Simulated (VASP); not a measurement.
Write the native input for VASP 6.6.1 that does the following.

* Task: single point
* Functional: PBEsol
* Potentials or basis: VASP PAW PBE potentials, release 64 (In_d)
* Cutoff: 520 eV
* k mesh: 12 × 12 × 8
* Occupations: gaussian, width 0.1 eV
* Spin: no spin polarisation
* Dipole correction: no
* Further INCAR settings: ALGO = Fast; EDIFF = 1e-07; NBANDS = 20

The structure of In lies in POSCAR:

```
In
1.0
    3.3227599263      0.0000000000      0.0000000000
   -1.6613799632      2.8775945069      0.0000000000
    0.0000000000      0.0000000000      5.3836585331
In
2
Direct
    0.3333333333      0.6666666667      0.2500000000
    0.6666666667      0.3333333333      0.7500000000
```

One way to write it, as run:

INCAR

```
PREC = Accurate
ENCUT = 520
EDIFF = 1E-7
ISMEAR = 0
SIGMA = 0.1
LREAL = False
LASPH = True
NELM = 80
ALGO = Fast
ISIF = 2
LWAVE = False
LCHARG = False
GGA = PS
NBANDS = 20
```

KPOINTS

```
regular mesh
0
Gamma
  12 12 8
```

Potentials or basis: VASP PAW PBE potentials, release 64 (In_d).

Run with:

```sh
$ cat potpaw_PBE.64/In_d/POTCAR > POTCAR
$ mpirun -np 1 vasp_std > vasp.out
```

It gave:

```json
{
  "Pressure": "0.0 GPa",
  "Band gap on the k mesh": "zero (band 13 reaches 11.30 eV, above the bottom of band 14 at 4.82 eV)"
}
```

Caveat: the PAW data sets were made with another functional, which shifts forces and pressure a little; spin-orbit coupling is left out, which moves the levels of the heavy elements.

Run time: 63 s on 1 thread of Intel(R) Xeon(R) 6975P-C (Granite Rapids), on a shared host, peak memory 0.21 GiB.
